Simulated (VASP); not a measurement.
Set up this calculation in VASP 6.6.1, as the native input.

| Quantity | Value |
| --- | --- |
| Task | single point |
| Functional | PBE |
| Dispersion | D4 |
| Potentials or basis | VASP PAW PBE potentials, release 64 (Ge_d) |
| Cutoff | 520 eV |
| k mesh | 8 × 8 × 8 |
| Occupations | fermi-dirac, width 0.1 eV |
| Spin | collinear spin |
| Starting moments | [1.0, 0.0] μB |
| Fixed moment | 1 μB |
| Dipole correction | no |
| Further INCAR settings | ALGO = Normal; EDIFF = 1e-06; NBANDS = 25 |

The structure of Ge lies in POSCAR:

```
Ge
1.0
    0.0000000000      2.8476450493      2.8476450493
    2.8476450493      0.0000000000      2.8476450493
    2.8476450493      2.8476450493      0.0000000000
Ge
2
Direct
    0.7500000000      0.7500000000      0.7500000000
    0.5000000000      0.5000000000      0.5000000000
```

This cell differs from its parent crystal: volume scaled by 1.02.

The input as run:

INCAR

```
SYSTEM = Ge
PREC     = Accurate       ! precision mode
ENCUT    = 520            ! plane-wave cutoff, eV
EDIFF    = 1E-6           ! SCF threshold, eV
ISMEAR   = -1             ! smearing method
SIGMA    = 0.1            ! smearing width, eV
LREAL    = .False.        ! projectors in reciprocal space
LASPH    = .True.         ! aspherical terms in the spheres
NELM     = 150            ! most SCF steps
ALGO     = Normal         ! electronic algorithm
ISIF     = 2              ! what is computed and relaxed
LWAVE    = .False.        ! write WAVECAR
LCHARG   = .True.         ! write CHGCAR
ISPIN    = 2              ! spin polarisation
MAGMOM   = 1 0            ! initial moments
LORBIT   = 11             ! projections on sites
NUPDOWN  = 1.0            ! fixed moment
GGA      = PE             ! functional
IVDW     = 13             ! dispersion correction
LELF     = .True.         ! ELF
LVHAR    = .True.       
NBANDS   = 25             ! bands
```

KPOINTS

```
Automatic mesh
0
Gamma
  8 8 8
  0 0 0
```

Potentials or basis: VASP PAW PBE potentials, release 64 (Ge_d).

Command:

```console
$ cat potpaw_PBE.64/Ge_d/POTCAR > POTCAR
$ mpirun -np 1 vasp_std > vasp.out
```

Results of the run:

```
Pressure                                              : 4.3 GPa
Net moment                                            : 1.00 μB per cell
Site moments                                          : Ge +0.28 μB
Valence electrons inside the program's atomic spheres : Ge 12.38
Dispersion energy per atom                            : -0.321 eV
```

Caveat: the total moment is fixed, so each spin has its own Fermi level.

It took 37 s on 1 thread of Intel(R) Xeon(R) 6975P-C (Granite Rapids), with other jobs on the host, peak memory 0.2 GiB.
